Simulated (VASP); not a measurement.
## Al3Sb2P: single point with PBE

Crystal: Al3Sb2P.

```
Al Sb P
1.0
     3.77879    0.00000    0.00000
    -1.88939    3.27253    0.00000
     0.00000    0.00000   10.71155
Al Sb P
3 2 1
Direct
  0.66667 0.33333 0.05073
  0.66667 0.33333 0.41170
  0.00000 0.00000 0.58171
  0.33333 0.66667 0.75373
  0.33333 0.66667 0.24836
  0.00000 0.00000 0.95378
```

```yaml
Program: VASP 6.6.1
Task: single point
Functional: PBE
Potentials_or_basis: VASP PAW PBE potentials, release 64 (Al, Sb, P)
Cutoff: 520 eV
k_mesh: 6 × 6 × 2
Occupations: gaussian, width 0.1 eV
Spin: no spin polarisation
```

```yaml
Pressure: 0.0 GPa
Largest_force: 0.033 eV/Å
Band_gap_on_the_k_mesh: zero (band 12 reaches 8.44 eV, above the bottom of band 13 at 5.69 eV)
```

Forces in eV/Å, atoms in the order of the input:
```
Al   0.000  0.000  0.021
Al   0.000  0.000  0.007
Al   0.000  0.000 -0.033
Sb   0.000  0.000  0.002
Sb   0.000  0.000 -0.002
P    0.000  0.000  0.004
```

Stress tensor (GPa, compression positive):
```
-0.03  0.00  0.00
 0.00 -0.03  0.00
 0.00  0.00  0.07
```

Levels at points of the mesh, in eV from the Fermi level:
| k point | band 8 | band 9 | band 10 | band 11 | band 12 | band 13 | band 14 | band 15 | band 16 | band 17 |
| --- | --- | --- | --- | --- | --- | --- | --- | --- | --- | --- |
| (0.00, 0.00, 0.00) | -0.85 | -0.16 | 1.31 | 1.31 | 1.68 | 1.68 | 3.22 | 3.64 | 3.64 | 3.88 |
| (0.50, 0.00, 0.00) | -2.80 | -2.39 | -2.30 | -1.69 | -0.47 | -0.06 | 0.55 | 1.62 | 2.03 | 3.06 |
| (0.00, 0.00, 0.50) | -0.85 | 1.38 | 1.38 | 1.52 | 1.58 | 1.58 | 2.91 | 3.57 | 3.57 | 3.98 |
| (0.50, 0.00, 0.50) | -3.67 | -2.37 | -1.26 | -0.82 | -0.73 | 0.16 | 0.38 | 1.08 | 2.48 | 2.53 |

It took 18 s on 1 thread of Intel(R) Xeon(R) 6975P-C (Granite Rapids), on a shared host, peak memory 0.25 GiB.

Caveat: spin-orbit coupling is left out, which moves the levels of the heavy elements.
